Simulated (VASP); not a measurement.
# Cs2AgSbF6 (Fm-3m) in VASP: further runs, part 2 of 2

VASP 6.6.1. The steps go on from the part before.

### Step 3. Single point, PBE

This run uses another cell than the first one, of 20.95 Å³/atom.

INCAR

```
PREC     = Accurate       # precision mode
ENCUT    = 520            # plane-wave cutoff, eV
EDIFF    = 1E-6           # SCF threshold, eV
ISMEAR   = -1             # smearing method
SIGMA    = 0.01           # smearing width, eV
LREAL    = False          # projectors in reciprocal space
LASPH    = True           # aspherical terms in the spheres
NELM     = 80             # most SCF steps
ALGO     = Normal         # electronic algorithm
ISIF     = 2              # what is computed and relaxed
LWAVE    = False          # write WAVECAR
LCHARG   = False          # write CHGCAR
GGA      = PE             # functional
NBANDS   = 49             # bands
```

KPOINTS

```
regular mesh
0
Gamma
  3 3 3
```

POSCAR

```
Cs2AgSbF6
1.0
    0.0000000000      4.7142671500      4.7142671500
    4.7142671500      0.0000000000      4.7142671500
    4.7142671500      4.7142671500      0.0000000000
Cs Ag Sb F
2 1 1 6
Direct
    0.7500000005      0.7500000005      0.7500000005
    0.2500000005      0.2500000005      0.2500000005
    0.5000000000      0.5000000000      0.5000000000
    0.0000000000      0.0000000000      0.0000000000
    0.7654304996      0.2345695004      0.2345695004
    0.2345695004      0.2345695004      0.7654304996
    0.2345694993      0.7654305007      0.7654305007
    0.2345695004      0.7654304996      0.2345695004
    0.7654305007      0.2345694993      0.7654305007
    0.7654305007      0.7654305007      0.2345694993
```

Potentials or basis: VASP PAW PBE potentials, release 64 (Cs_sv, Ag, Sb, F).

Started as:

```
$ cat potpaw_PBE.64/Cs_sv/POTCAR potpaw_PBE.64/Ag/POTCAR potpaw_PBE.64/Sb/POTCAR potpaw_PBE.64/F/POTCAR > POTCAR
$ mpirun -np 1 vasp_std > vasp.out
```

OUTCAR:

```text
PREC = Accurate
   ENCUT = 520
   EDIFF = 1E-6
   ISMEAR = -1
   LREAL = False
   LASPH = True
   NELM = 80
   ISIF = 2
   GGA = PE

 ion  position               nearest neighbor table
   1  0.750  0.750  0.750-
   2  0.250  0.250  0.250-
   3  0.500  0.500  0.500-   5 2.50   6 2.50   8 2.50   7 2.50   9 2.50  10 2.50
   4  0.000  0.000  0.000-   7 2.21   9 2.21  10 2.21   8 2.21   6 2.21   5 2.21
   5  0.765  0.235  0.235-   4 2.21   3 2.50
   6  0.235  0.235  0.765-   4 2.21   3 2.50
   7  0.235  0.765  0.765-   4 2.21   3 2.50
   8  0.235  0.765  0.235-   4 2.21   3 2.50
   9  0.765  0.235  0.765-   4 2.21   3 2.50
  10  0.765  0.765  0.235-   4 2.21   3 2.50

  LATTYP: Found a face centered cubic cell.
 ALAT       =     9.4285343000

  Lattice vectors:

 A1 = (   0.0000000000,   4.7142671500,   4.7142671500)
 A2 = (   4.7142671500,   0.0000000000,   4.7142671500)
 A3 = (   4.7142671500,   4.7142671500,   0.0000000000)

Analysis of symmetry for initial positions (statically):
[... 178 lines left out ...]
      2     -20.7755      2.00000
      3     -20.7755      2.00000
      4     -20.7755      2.00000
      5     -20.6399      2.00000
      6     -20.6399      2.00000
[... 197 lines left out ...]
     48       8.8327      0.00000
     49       9.1278      0.00000

------------------------ aborting loop because EDIFF is reached ----------------------------------------

  FORCE on cell =-STRESS in cart. coord.  units (eV):
  Direction    XX          YY          ZZ          XY          YZ          ZX
  --------------------------------------------------------------------------------------
  -------------------------------------------------------------------------------------
  Total       -0.1362765     -0.1362765     -0.1362765      0.0000000      0.0000000     -0.0000000
  in kB       -1.0419794     -1.0419794     -1.0419794      0.0000000      0.0000000     -0.0000000
  external PRESSURE =      -1.0419794 kB  Pullay stress =       0.0000000 kB

 VOLUME and BASIS-vectors are now :
 -----------------------------------------------------------------------------
  energy-cutoff  :      520.00
  volume of cell :      209.54
      direct lattice vectors                 reciprocal lattice vectors
     0.000000000  4.714267150  4.714267150    -0.106061024  0.106061024  0.106061024
     4.714267150  0.000000000  4.714267150     0.106061024 -0.106061024  0.106061024
     4.714267150  4.714267150  0.000000000     0.106061024  0.106061024 -0.106061024

 POSITION                                       TOTAL-FORCE (eV/Angst)
 -----------------------------------------------------------------------------------
      7.07140      7.07140      7.07140         0.000000      0.000000     -0.000000
      2.35713      2.35713      2.35713        -0.000000     -0.000000     -0.000000
      4.71427      4.71427      4.71427         0.000000      0.000000     -0.000000
      0.00000      0.00000      0.00000         0.000000      0.000000     -0.000000
      2.21165      4.71427      4.71427         0.012068      0.000000     -0.000000
      4.71427      4.71427      2.21165         0.000000      0.000000      0.012068
      7.21689      4.71427      4.71427        -0.012068      0.000000     -0.000000
      4.71427      2.21165      4.71427         0.000000      0.012068     -0.000000
      4.71427      7.21689      4.71427         0.000000     -0.012068     -0.000000
      4.71427      4.71427      7.21689         0.000000      0.000000     -0.012068
 -----------------------------------------------------------------------------------
    total drift:                               -0.000023     -0.000023     -0.000023

  FREE ENERGIE OF THE ION-ELECTRON SYSTEM (eV)
  ---------------------------------------------------
  free  energy   TOTEN  =       -42.1861499707 eV

  energy  without entropy=      -42.1861499707  energy(sigma->0) =      -42.18614997
```

OSZICAR:

```text
N       E                     dE             d eps       ncg     rms          rms(c)
DAV:   1     0.598743333731E+03    0.59874E+03   -0.37796E+04   392   0.141E+03
DAV:   2     0.974629299624E+00   -0.59777E+03   -0.58335E+03   494   0.313E+02
DAV:   3    -0.471386258842E+02   -0.48113E+02   -0.47817E+02   464   0.976E+01
DAV:   4    -0.477857764982E+02   -0.64715E+00   -0.64636E+00   448   0.124E+01
DAV:   5    -0.477968283084E+02   -0.11052E-01   -0.11049E-01   455   0.157E+00    0.138E+01
DAV:   6    -0.421398443830E+02    0.56570E+01   -0.21354E+01   428   0.286E+01    0.614E+00
DAV:   7    -0.422384182433E+02   -0.98574E-01   -0.29237E+00   416   0.707E+00    0.345E+00
DAV:   8    -0.421880480620E+02    0.50370E-01   -0.21833E-01   478   0.271E+00    0.110E+00
DAV:   9    -0.421837855204E+02    0.42625E-02   -0.44229E-02   471   0.125E+00    0.168E-01
DAV:  10    -0.421857192874E+02   -0.19338E-02   -0.80352E-03   447   0.410E-01    0.107E-01
DAV:  11    -0.421860714466E+02   -0.35216E-03   -0.34643E-04   463   0.932E-02    0.441E-02
DAV:  12    -0.421861422499E+02   -0.70803E-04   -0.57430E-05   438   0.444E-02    0.113E-02
DAV:  13    -0.421861498564E+02   -0.76065E-05   -0.15958E-05   510   0.216E-02    0.449E-03
DAV:  14    -0.421861499707E+02   -0.11428E-06   -0.17204E-06   318   0.646E-03
   1 F= -.42186150E+02 E0= -.42186150E+02  d E =-.578095E-14
```

It took 36 s on 1 thread of Intel Xeon 6975P-C (Granite Rapids), shared host; peak memory 0.36 GiB.

What came out:

* Free energy: -42.1861 eV
* Pressure: -0.1 GPa
* Largest force: 0.012 eV/Å
* Band gap on the k mesh: 2.73 eV (least direct gap 3.08 eV)

Forces on the atoms (eV/Å):
```
Cs   0.000  0.000  0.000
Cs   0.000  0.000  0.000
Ag   0.000  0.000  0.000
Sb   0.000  0.000  0.000
F    0.012  0.000  0.000
F    0.000  0.000  0.012
F   -0.012  0.000  0.000
F    0.000  0.012  0.000
F    0.000 -0.012  0.000
F    0.000  0.000 -0.012
```

Levels at points of the mesh, in eV from the valence-band top:
```tsv
k point	band 36	band 37	band 38	band 39	band 40	band 41
(0.00, 0.00, 0.00)	-1.58	-0.89	-0.89	3.65	3.65	3.65
```

Caveat: spin-orbit coupling is left out, which moves the levels of the heavy elements; an odd mesh through Γ misses points on the zone boundary, where band edges can lie.
